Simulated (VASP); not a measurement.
## Pb: single point with PBE0

The system is Pb.

```
CELL_PARAMETERS angstrom
0.00000 2.49141 2.49141
2.49141 0.00000 2.49141
2.49141 2.49141 0.00000
ATOMIC_POSITIONS crystal
Pb 0.00000 0.00000 0.00000
```

```
Program                            : VASP 6.6.1
Task                               : single point
Functional                         : PBE0
Potentials or basis                : VASP PAW PBE potentials, release 64 (Pb_d)
Cutoff                             : 520 eV
k mesh                             : 5 × 5 × 5
Occupations                        : fermi-dirac, width 0.05 eV
Spin                               : no spin polarisation
Dipole correction                  : no
Grid for exact exchange (PRECFOCK) : Normal
Further INCAR settings             : ALGO = Normal; EDIFF = 1e-06; NBANDS = 13
Share of exact exchange            : 0.25
```

```yaml
Pressure: -0.7 GPa
Band_gap_on_the_k_mesh: zero (bands 7 and 8 overlap by 9.40 eV)
```

Levels at points of the mesh, in eV from the Fermi level:
```tsv
k point	band 5	band 6	band 7	band 8	band 9	band 10
(0.00, 0.00, 0.00)	-18.87	-12.97	8.84	8.84	8.84	11.25
```

Run time: 15 min on 1 thread of AMD EPYC 7R13, with other jobs on the host, peak memory 0.17 GiB.

Caveat: the k points lie up to 0.44 Å⁻¹ apart, too coarse for converged energies and pressures of a metal; the PAW data sets were made with another functional, which shifts forces and pressure a little; spin-orbit coupling is left out, which moves the levels of the heavy elements.
